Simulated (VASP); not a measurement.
Here is a VASP 6.6.1 calculation.

File INCAR:

```
SYSTEM = In
  ALGO = Fast
  EDIFF = 1E-7
  ENCUT = 520
  GGA = PE
  ISIF = 2
  ISMEAR = 0
  LASPH = .TRUE.
  LCHARG = .TRUE.
  LELF = .TRUE.
  LREAL = .FALSE.
  LVHAR = .TRUE.
  LWAVE = .FALSE.
  NBANDS = 12
  NELM = 60
  PREC = Accurate
  SIGMA = 0.15
```

Contents of KPOINTS:

```
k-points
0
G
  18 18 18
  0 0 0
```

Contents of POSCAR:

```
In
1.0
   -1.9578262496      1.9578262496      1.8072242304
    1.9578262496     -1.9578262496      1.8072242304
    1.9578262496      1.9578262496     -1.8072242304
In
1
Direct
    0.0000000000      0.0000000000      0.0000000000
```

Potentials or basis: VASP PAW PBE potentials, release 64 (In_d).

Command:

```sh
$ cat potpaw_PBE.64/In_d/POTCAR > POTCAR
$ mpirun -np 1 vasp_std > vasp.out
```

Problem. Estimate the pressure.

Solution. 0.0 GPa.

Caveat: the cell differs from its parent crystal (strain +0.040 along x and y, -0.040 along z).
